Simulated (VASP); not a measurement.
Set up this calculation in VASP 6.6.1, as the native input.

```
Task                   : single point
Functional             : PBE
Potentials or basis    : VASP PAW PBE potentials, release 64 (In_d, Sb)
Cutoff                 : 520 eV
k mesh                 : 8 × 8 × 8
Occupations            : gaussian, width 0.15 eV
Spin                   : no spin polarisation
Dipole correction      : no
Further INCAR settings : ALGO = Normal; EDIFF = 1e-06; NBANDS = 22
```

The structure of InSb3 lies in POSCAR:

```
InSb3
1.0
    4.7175854470     -0.1124036941     -0.1124036941
   -0.1124036941      4.7175854470     -0.1124036941
   -0.1124036941     -0.1124036941      4.7175854470
In Sb
1 3
Direct
    0.0000000000      0.0000000000      0.0000000000
    0.5000000000      0.0000000000      0.5000000000
    0.0000000000      0.5000000000      0.5000000000
    0.5000000000      0.5000000000      0.0000000000
```

The input as run:

INCAR

```
SYSTEM = InSb3
PREC = Accurate
ENCUT = 520
EDIFF = 1E-6
ISMEAR = 0
SIGMA = 0.15
LREAL = .FALSE.
LASPH = .TRUE.
NELM = 100
ALGO = Normal
ISIF = 2
LWAVE = .FALSE.
LCHARG = .FALSE.
GGA = PE
NBANDS = 22
```

KPOINTS

```
regular mesh
0
G
  8 8 8
  0 0 0
```

Potentials or basis: VASP PAW PBE potentials, release 64 (In_d, Sb).

Command:

```sh
$ cat potpaw_PBE.64/In_d/POTCAR potpaw_PBE.64/Sb/POTCAR > POTCAR
$ mpirun -np 1 vasp_std > vasp.out
```

Results of the run:

The pressure is 3.8 GPa. The band gap on the k mesh is zero (bands 14 and 15 overlap by 4.46 eV).

Caveat: the cell stands under pressure; spin-orbit coupling is left out, which moves the levels of the heavy elements.

Wall time 100 s on 1 thread of Intel Xeon 8259CL (shared host), peak memory 0.3 GiB.
